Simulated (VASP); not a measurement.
A run of VASP 6.6.1:

The input INCAR:

```
PREC = Accurate
ENCUT = 600
EDIFF = 1E-6
ISMEAR = -1
SIGMA = 0.02
LREAL = F
LASPH = T
NELM = 80
ALGO = Normal
ISIF = 3
LWAVE = F
LCHARG = F
GGA = PE
IBRION = 2
NSW = 80
EDIFFG = -0.005
```

KPOINTS

```
Automatic mesh
0
Gamma
  8 8 6
```

The input POSCAR:

```
Li2ClF
1.0
    2.7871787578      0.0000000000      0.0000000000
    0.0000000000      2.7871787578      0.0000000000
    0.0000000000      0.0000000000      3.9416660000
F Li Cl
1 2 1
Direct
    0.0000000000      0.0000000000      0.0000000000
    0.0000000000      0.0000000000      0.5000000000
    0.5000000000      0.5000000000      0.0000000000
    0.5000000000      0.5000000000      0.5000000000
```

Potentials or basis: VASP PAW PBE potentials, release 64 (F, Li_sv, Cl).

Run with:

```bash
$ cat potpaw_PBE.64/F/POTCAR potpaw_PBE.64/Li_sv/POTCAR potpaw_PBE.64/Cl/POTCAR > POTCAR
$ mpirun -np 1 vasp_std > vasp.out
```

Hardware: 1 thread of Intel(R) Xeon(R) Platinum 8488C (Sapphire Rapids), on a shared host.

Problem. How long does it take, and how much memory?

Solution. It took 93 s on 1 thread of Intel(R) Xeon(R) Platinum 8488C (Sapphire Rapids) (shared host), peak memory 0.16 GiB. Counts: scf iterations 78, k points 60, ion steps 10.
